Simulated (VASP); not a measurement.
Crystal: SnO2.

```xyz
6
Lattice="4.8277 0.0000 0.0000 0.0000 4.8277 0.0000 0.0000 0.0000 3.2380" Properties=species:S:1:pos:R:3 pbc="T T T"
Sn    0.0158    0.0162   -0.0072
Sn    2.4210    2.3946    1.6042
O     1.4528    1.4703    0.0150
O     0.9520    3.8935    1.6345
O     3.3470    3.3351   -0.0014
O     3.8806    0.9596    1.6118
```

```yaml
Program: VASP 6.6.1
Task: relaxation of cell and atoms
Functional: PBE
Potentials_or_basis: VASP PAW PBE potentials, release 64 (Sn_d, O)
Cutoff: 600 eV
k_mesh: 6 × 6 × 8
Occupations: gaussian, width 0.05 eV
Spin: no spin polarisation
```

At the start: pressure 0.3 GPa; volume 12.58 Å³/atom.

Question: Where does the relaxation end?

Answer: Over 12 steps the energy falls by 6.6 meV/atom and the volume is 12.60 Å³/atom (+0.2 %); space group P4_2/mnm (No. 136, to 0.1 Å) before and after.

Step by step:
| step | energy change (eV) | largest force (eV/Å) | pressure (GPa) | volume (Å³) |
| --- | --- | --- | --- | --- |
| 1 | 0.0000 | 0.7423 | 0.25 | 75.47 |
| 2 | -0.0359 | 0.2265 | -0.03 | 75.69 |
| 3 | -0.0376 | 0.1009 | -0.03 | 75.65 |
| 4 | -0.0387 | 0.0472 | 0.02 | 75.63 |
| 5 | -0.0388 | 0.0639 | 0.05 | 75.62 |
| 6 | -0.0391 | 0.0234 | -0.12 | 75.66 |
| 7 | -0.0391 | 0.0257 | -0.13 | 75.68 |
| 8 | -0.0393 | 0.0128 | 0.11 | 75.57 |
| 9 | -0.0393 | 0.0146 | 0.06 | 75.58 |
| 10 | -0.0393 | 0.0123 | -0.01 | 75.62 |
| 11 | -0.0393 | 0.0126 | -0.01 | 75.62 |
| 12 | -0.0393 | 0.0067 | -0.01 | 75.63 |

Final structure:
```
Sn O
1.0
     4.82812    0.00011    0.00006
     0.00011    4.83180   -0.00055
     0.00004   -0.00038    3.24194
Sn O
2 4
Direct
  0.99996 0.99991 0.00002
  0.49995 0.49992 0.50000
  0.30580 0.30719 0.99995
  0.19428 0.80728 0.49994
  0.69411 0.69282 0.00003
  0.80589 0.19286 0.50005
```
